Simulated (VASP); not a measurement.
Runs of VASP 6.6.1 on Pt. The structure is that of space group Fm-3m (No. 225), or close to it. The cells are those of the table. 

```tsv
cell	further INCAR settings	gap on the mesh (eV)	pressure (GPa)
a = 2.753, b = 2.791, c = 2.791 Å, angles 59.1, 60.5, 60.5°, 1 atom	ALGO = Fast; EDIFF = 1e-07; NBANDS = 11	none	-6.8
a = 2.777, b = 2.815, c = 2.791 Å, angles 59.4, 60.7, 59.9°, 1 atom	ALGO = Fast; EDIFF = 1e-07; NBANDS = 11	none	(b)
a = 2.682, b = 2.605, c = 2.679 Å, angles 61.0, 58.2, 60.9°, 1 atom	ALGO = Fast; EDIFF = 1e-06; NBANDS = 11	none	47.1
a = 2.729, b = 2.807, c = 2.830 Å, angles 57.9, 60.6, 61.5°, 1 atom	ALGO = Fast; EDIFF = 1e-06; NBANDS = 11	none	(a)
a = 2.802, b = 2.839, c = 2.791 Å, angles 59.7, 61.0, 59.3°, 1 atom	ALGO = Fast; EDIFF = 1e-06; NBANDS = 11	none	-15.2
```

Alike in all rows: task single point; level LDA; potentials or basis VASP PAW LDA potentials, release 64 (Pt); no spin polarisation; k mesh 20 × 20 × 20; cutoff (eV) 520; smearing gaussian 0.15 eV.

**Question.** Fill in the values left out.

**Answer.** (a) -8.7; (b) -11.3.

Caveats: spin-orbit coupling is left out, which moves the levels of the heavy elements; the cell stands under tension (at least some runs); the stress differs along the axes, from 40 to 51 GPa (at least some runs); the stress differs along the axes, from -13 to -6 GPa (at least some runs).

A k mesh can miss the band edges, and the runs leave out spin-orbit coupling on Pt.

A gap of «none» marks levels without a gap at the run's occupations.
